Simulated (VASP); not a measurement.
Runs of VASP 6.6.1 on Ge. The structure is that of space group Fd-3m (No. 227), or close to it. The cells are those of the table. 

```csv
cell,k mesh,gap on the mesh (eV),pressure (GPa)
"a = 3.611 Å, angles 60.0°, 2 atoms",14 × 14 × 14,none,(c)
"a = 4.073 Å, angles 60.0°, 2 atoms",12 × 12 × 12,none,-0.1
"a = 3.994 Å, angles 60.0°, 2 atoms",12 × 12 × 12,0.08,3.9
"a = 3.883 Å, angles 60.0°, 2 atoms",12 × 12 × 12,0.43,11.9
"a = 3.761 Å, angles 60.0°, 2 atoms",14 × 14 × 14,(a),(b)
```

Alike in all rows: task single point; level PBE; potentials or basis VASP PAW PBE potentials, release 64 (Ge_d); no spin polarisation; cutoff (eV) 520; smearing gaussian 0.1 eV.

**Question.** Estimate the missing entries.

**Answer.** (a) 0.26; (b) 24.8; (c) 49.8.

A k mesh can miss the band edges, and the runs leave out spin-orbit coupling on Ge.

A gap of «none» marks levels without a gap at the run's occupations.
